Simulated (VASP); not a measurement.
A run of VASP 6.6.1 is set up as follows.

The input INCAR:

```
PREC = Accurate ; ENCUT = 750
EDIFF = 1E-6 ; ISMEAR = 0
SIGMA = 0.01 ; LREAL = False
LASPH = True ; NELM = 120
ALGO = Normal ; ISIF = 2
LWAVE = False ; LCHARG = True
GGA = PE ; LELF = True
LVHAR = True ; NBANDS = 13
GGA_COMPAT = False
```

The input KPOINTS:

```
regular mesh
0
Gamma
  8 8 8
```

POSCAR

```
Li2Se
1.0
    0.0000000000      2.9934588645      2.9934588645
    2.9934588645      0.0000000000      2.9934588645
    2.9934588645      2.9934588645      0.0000000000
Li Se
2 1
Direct
    0.2500000000      0.2500000000      0.2500000000
    0.7500000000      0.7500000000      0.7500000000
    0.0000000000      0.0000000000      0.0000000000
```

Potentials or basis: VASP PAW PBE potentials, release 64 (Li_sv, Se).

The run is started by

```bash
$ cat potpaw_PBE.64/Li_sv/POTCAR potpaw_PBE.64/Se/POTCAR > POTCAR
$ mpirun -np 1 vasp_std > vasp.out
```

Q: Predict the pressure.

A: 0.3 GPa.

Q: Estimate the band gap on the k mesh.

A: 2.97 eV, indirect (least direct gap 3.42 eV).

A k mesh can miss the band edges. A hybrid or GW would open this gap; PBE tends to underestimate it.
